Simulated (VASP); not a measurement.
# YSi2Ru2 (I4/mmm) in VASP: notebook

The runs below take YSi2Ru2 through single point, with LDA.

Everything below comes from runs of VASP 6.6.1. Logs are shortened: lines on timing, memory, paths and dates and some standing lists are left out, and cuts for length are marked.

### 1 The cell of the first run

Symmetry: I4/mmm, No. 139, tetragonal system. Conventional cell: a = 4.228 Å, b = 4.228 Å, c = 9.704 Å, α = 90.00°, β = 90.00°, γ = 90.00°. Y (site symmetry 4/mmm) has 8 Ru at 3.22 Å and 10 Si at 3.23 to 3.64 Å and 4 Y at 4.23 Å within 4.3 Å. Within 3.3 Å of Si (site symmetry 4mm) lie 1 Si at 2.43 Å and 4 Ru at 2.44 Å and 4 Y at 3.23 Å. Within 3.3 Å of Ru (site symmetry -4m2) lie 4 Si at 2.44 Å and 4 Ru at 2.99 Å and 4 Y at 3.22 Å.

### 2 Single point, LDA

Contents of INCAR:

```
PREC = Accurate ; ENCUT = 520
EDIFF = 1E-7 ; ISMEAR = -1
SIGMA = 0.1 ; LREAL = False
LASPH = True ; NELM = 80
ALGO = Normal ; ISIF = 2
LWAVE = False ; LCHARG = False
NBANDS = 32
```

Contents of KPOINTS:

```
regular mesh
0
Gamma
  9 9 9
```

Contents of POSCAR:

```
YSi2Ru2
1.0
   -2.1141516444      2.1141516444      4.8518602516
    2.1141516444     -2.1141516444      4.8518602516
    2.1141516444      2.1141516444     -4.8518602516
Y Si Ru
1 2 2
Direct
    0.0000000000      0.0000000000      0.0000000000
    0.3750000000      0.3750000000      0.0000000000
    0.6250000000      0.6250000000      0.0000000000
    0.7500000000      0.2500000000      0.5000000000
    0.2500000000      0.7500000000      0.5000000000
```

Potentials or basis: VASP PAW LDA potentials, release 64 (Y_sv, Si, Ru_pv).

Launch:

```sh
$ cat potpaw_LDA.64/Y_sv/POTCAR potpaw_LDA.64/Si/POTCAR potpaw_LDA.64/Ru_pv/POTCAR > POTCAR
$ mpirun -np 1 vasp_std > vasp.out
```

OUTCAR:

```text
PREC = Accurate
   ENCUT = 520
   EDIFF = 1E-7
   ISMEAR = -1
   LREAL = False
   LASPH = True
   NELM = 80
   ISIF = 2

 ion  position               nearest neighbor table
   1  0.000  0.000  0.000-   4 3.22   5 3.22   4 3.22   5 3.22   4 3.22   5 3.22   4 3.22   5 3.22
                             3 3.23   3 3.23   2 3.23   2 3.23   3 3.23   2 3.23   3 3.23   2 3.23
   2  0.375  0.375  0.000-   3 2.43   4 2.44   5 2.44   5 2.44   4 2.44   1 3.23   1 3.23   1 3.23
                             1 3.23   1 3.64
   3  0.625  0.625  0.000-   2 2.43   4 2.44   5 2.44   4 2.44   5 2.44   1 3.23   1 3.23   1 3.23
                             1 3.23   1 3.64
   4  0.750  0.250  0.500-   3 2.44   2 2.44   2 2.44   3 2.44   5 2.99   5 2.99   5 2.99   5 2.99
                             1 3.22   1 3.22   1 3.22   1 3.22
   5  0.250  0.750  0.500-   3 2.44   2 2.44   2 2.44   3 2.44   4 2.99   4 2.99   4 2.99   4 2.99
                             1 3.22   1 3.22   1 3.22   1 3.22

  LATTYP: Found a body centered tetragonal cell.
 ALAT       =     4.2283032888
 C/A-ratio  =     2.2949442934

  Lattice vectors:

 A1 = (  -2.1141516444,   2.1141516444,   4.8518602516)
 A2 = (   2.1141516444,  -2.1141516444,   4.8518602516)
 A3 = (   2.1141516444,   2.1141516444,  -4.8518602516)

Analysis of symmetry for initial positions (statically):
=====================================================================
 Subroutine PRICEL returns:
 Original cell was already a primitive cell.

 Routine SETGRP: Setting up the symmetry group for a
 body centered tetragonal supercell.

 Subroutine GETGRP returns: Found 16 space group operations
 (whereof 16 operations were pure point group operations)
 out of a pool of 16 trial point group operations.

The static configuration has the point symmetry D_4h.

Analysis of symmetry for dynamics (positions and initial velocities):
=====================================================================
 Subroutine PRICEL returns:
 Original cell was already a primitive cell.

 Routine SETGRP: Setting up the symmetry group for a
 body centered tetragonal supercell.

 Subroutine GETGRP returns: Found 16 space group operations
 (whereof 16 operations were pure point group operations)
 out of a pool of 16 trial point group operations.

The dynamic configuration has the point symmetry D_4h.

 Subroutine INISYM returns: Found 16 space group operations
 (whereof 16 operations are pure point group operations),
 and found     1 'primitive' translations

[... 103 lines left out ...]
   NSW    =      0    number of steps for IOM
   IBRION =     -1    ionic relax: 0-MD 1-quasi-New 2-CG
   NFREE  =      0    steps in history (QN), initial steepest desc. (CG)
   ISIF   =      2    stress and relaxation
   ISYM   =      2    0-nonsym 1-usesym 2-fastsym
   POTIM  = 0.5000    time-step for ionic-motion
   TEBEG  =    0.0;   TEEND  =   0.0 temperature during run
   PSTRESS=    0.0 pullay stress
   NELECT =      47.0000    total number of electrons
   NUPDOWN=      -1.0000    fix difference up-down
   EMIN   =  10.00;   EMAX   =-10.00  energy-range for DOS
   EFERMI =   0.00;   METHOD = LEGACY
   ISMEAR =    -1;   SIGMA  =   0.10  broadening in eV -4-tet -1-fermi 0-gaus
   EFERMI_NEDOS =   21; number of points for ismear=-14 and -15
   IALGO  =     38    algorithm
   IMIX   =      4    mixing-type and parameters
     AMIX     =   0.40;   BMIX     =  1.00
     AMIX_MAG =   1.60;   BMIX_MAG =  1.00
  volume/ion in A,a.u.               =      17.35       117.08
  Fermi-wavevector in a.u.,A,eV,Ry     =   1.334629  2.522083 24.235173  1.781235
  Thomas-Fermi vector in A             =   2.463396
   LORBIT       =      0    0 simple, 1 ext, 2 COOP (PROOUT), +10 PAW based schemes
   GGA     = CA    functional components
   LHFCALC =     F    Hartree Fock is set to
   AEXX    =    0.0000 exact exchange contribution
   IVDW    =     0    specifies the selected vdW correction
   LEPSILON=     F    determine dielectric tensor
   LRPA    =     F    only Hartree local field effects (RPA)
 non-spin polarized calculation
  energy-cutoff  :      520.00
  volume of cell :       86.74
 maximum number of plane-waves:      2351
   NGX = 21   NGY = 21   NGZ = 21

 number of electron      46.9999998 magnetization

 Free energy of the ion-electron system (eV)
  ---------------------------------------------------
  ext. energy  EPLUGINS =         0.00000000
  ---------------------------------------------------
  free energy    TOTEN  =       -44.55471959 eV

  energy without entropy =      -44.45734288  energy(sigma->0) =      -44.50603124

 E-fermi :   7.7886     XC(G=0): -11.7606

 val. band max:        7.7653703212   @ k =   0.3333   0.1111  -0.0000
 cond. band min:       7.8074494514   @ k =  -0.1111   0.1111   0.0000
 fundamental gap:      0.0420791301
 Fermi energy:         7.7886230129

 k-point     1 :       0.0000    0.0000    0.0000
  band No.  band energies     occupation
      1     -34.4377      2.00000
      2     -34.1925      2.00000
      3     -34.1925      2.00000
      4     -34.0098      2.00000
      5     -34.0098      2.00000
      6     -34.0090      2.00000
[... 829 lines left out ...]
     31      12.3135      0.00000
     32      13.3614      0.00000

 [... further k-points ...]

------------------------ aborting loop because EDIFF is reached ----------------------------------------

  FORCE on cell =-STRESS in cart. coord.  units (eV):
  Direction    XX          YY          ZZ          XY          YZ          ZX
  --------------------------------------------------------------------------------------
  -------------------------------------------------------------------------------------
  Total       -8.5720245     -8.5720245     -6.4583692      0.0000000      0.0000000      0.0000000
  in kB     -158.3264382   -158.3264382   -119.2869424      0.0000000      0.0000000      0.0000000
  external PRESSURE =    -145.3132730 kB  Pullay stress =       0.0000000 kB

 VOLUME and BASIS-vectors are now :
 -----------------------------------------------------------------------------
  energy-cutoff  :      520.00
  volume of cell :       86.74
      direct lattice vectors                 reciprocal lattice vectors
    -2.114151644  2.114151644  4.851860252     0.000000000  0.236501483  0.103053257
     2.114151644 -2.114151644  4.851860252     0.236501483  0.000000000  0.103053257
     2.114151644  2.114151644 -4.851860252     0.236501483  0.236501483  0.000000000

 POSITION                                       TOTAL-FORCE (eV/Angst)
 -----------------------------------------------------------------------------------
      0.00000      0.00000      0.00000        -0.000000     -0.000000      0.000000
      0.00000      0.00000      3.63890        -0.000000     -0.000000     -1.475422
      0.00000      0.00000      6.06483         0.000000      0.000000      1.475422
     -0.00000      2.11415      2.42593        -0.000000     -0.000000      0.000000
      2.11415     -0.00000      2.42593        -0.000000     -0.000000      0.000000
 -----------------------------------------------------------------------------------
    total drift:                                0.000000     -0.000000      0.000000

  FREE ENERGIE OF THE ION-ELECTRON SYSTEM (eV)
  ---------------------------------------------------
  free  energy   TOTEN  =       -44.5547195937 eV

  energy  without entropy=      -44.4573428778  energy(sigma->0) =      -44.50603124
```

OSZICAR:

```text
N       E                     dE             d eps       ncg     rms          rms(c)
DAV:   1     0.373594189481E+03    0.37359E+03   -0.25616E+04  4872   0.144E+03
DAV:   2    -0.325662373305E+02   -0.40616E+03   -0.38951E+03  5360   0.396E+02
DAV:   3    -0.464890186291E+02   -0.13923E+02   -0.13603E+02  6560   0.683E+01
DAV:   4    -0.469991000112E+02   -0.51008E+00   -0.50898E+00  7072   0.979E+00
DAV:   5    -0.470045107300E+02   -0.54107E-02   -0.54099E-02  6272   0.112E+00    0.301E+01
DAV:   6    -0.450369563857E+02    0.19676E+01   -0.68823E+00  5768   0.159E+01    0.174E+01
DAV:   7    -0.448965661807E+02    0.14039E+00   -0.30496E+00  6832   0.102E+01    0.157E+01
DAV:   8    -0.445620331742E+02    0.33453E+00   -0.14963E+00  6096   0.746E+00    0.568E+00
DAV:   9    -0.445554293351E+02    0.66038E-02   -0.80157E-02  5760   0.163E+00    0.103E+00
DAV:  10    -0.445547415180E+02    0.68782E-03   -0.49019E-03  6344   0.362E-01    0.263E-01
DAV:  11    -0.445547312043E+02    0.10314E-04   -0.45037E-04  5752   0.117E-01    0.574E-02
DAV:  12    -0.445547202356E+02    0.10969E-04   -0.47292E-05  6984   0.405E-02    0.235E-02
DAV:  13    -0.445547195572E+02    0.67844E-06   -0.63436E-06  5952   0.125E-02    0.938E-03
DAV:  14    -0.445547195937E+02   -0.36555E-07   -0.93021E-07  5776   0.528E-03
   1 F= -.44554720E+02 E0= -.44506031E+02  d E =-.973767E-01
```

stdout:

```text
POSCAR found type information on POSCAR Y SiRu
 POSCAR found :  3 types and       5 ions
 scaLAPACK will be used
 LDA part: xc-table for (Slater(with rela. corr.)+CA(PZ))
 , standard interpolation
 POSCAR, INCAR and KPOINTS ok, starting setup
 FFT: planning ... GRIDC
 FFT: planning ... GRID_SOFT
 FFT: planning ... GRID
 WAVECAR not read
 entering main loop
```

It took 4.3 min on 1 thread of Intel Xeon Platinum 8259CL at 2.50GHz (Skylake/Cascade Lake), shared host; peak memory 0.37 GiB.

Results:

| Quantity | Value |
| --- | --- |
| Free energy | -44.5547 eV |
| Pressure | -14.5 GPa |
| Largest force | 1.475 eV/Å |
| Band gap on the k mesh | zero (an odd number of electrons rules out a gap without spin polarisation) |

Forces in eV/Å, atoms in the order of the input:
```
Y    0.000  0.000  0.000
Si   0.000  0.000 -1.475
Si   0.000  0.000  1.475
Ru   0.000  0.000  0.000
Ru   0.000  0.000  0.000
```

Stress tensor (GPa, compression positive):
```
-15.83   0.00   0.00
  0.00 -15.83   0.00
  0.00   0.00 -11.93
```

Caveat: the cell stands under tension; forces of over 1 eV/Å act on the atoms, so gaps and moduli don't describe the material at rest.

(Part 1 of 2 ends here.)
